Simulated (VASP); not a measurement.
Here is a VASP 6.6.1 calculation.

File INCAR:

```
PREC = Accurate ; ENCUT = 520
EDIFF = 1E-6 ; ISMEAR = 0
SIGMA = 1.0 ; LREAL = F
LASPH = T ; NELM = 60
ALGO = Normal ; ISIF = 2
LWAVE = F ; LCHARG = F
GGA = PE ; NBANDS = 34
```

Contents of KPOINTS:

```
regular mesh
0
Gamma
  8 8 7
```

File POSCAR:

```
Ga
1.0
    2.3107968683     -3.8729233244      0.0000000000
    2.3107968683      3.8729233244      0.0000000000
    0.0000000000      0.0000000000      4.5463111460
Ga
4
Direct
    0.8442122196      0.1557877804      0.0839449706
    0.6557877804      0.3442122196      0.5839449706
    0.1557877804      0.8442122196      0.9160550294
    0.3442122196      0.6557877804      0.4160550294
```

Potentials or basis: VASP PAW PBE potentials, release 64 (Ga_d).

Command:

```sh
$ cat potpaw_PBE.64/Ga_d/POTCAR > POTCAR
$ mpirun -np 1 vasp_std > vasp.out
```

What does it give for the band gap on the k mesh?

Zero (bands 26 and 27 overlap by 0.88 eV).

Predict the largest force.

0.056 eV/Å.

Forces on the atoms (eV/Å):
```
Ga   0.000  0.052  0.023
Ga   0.000 -0.052  0.023
Ga   0.000 -0.052 -0.023
Ga   0.000  0.052 -0.023
```

Caveat: so wide a smearing shifts energies and pressures.
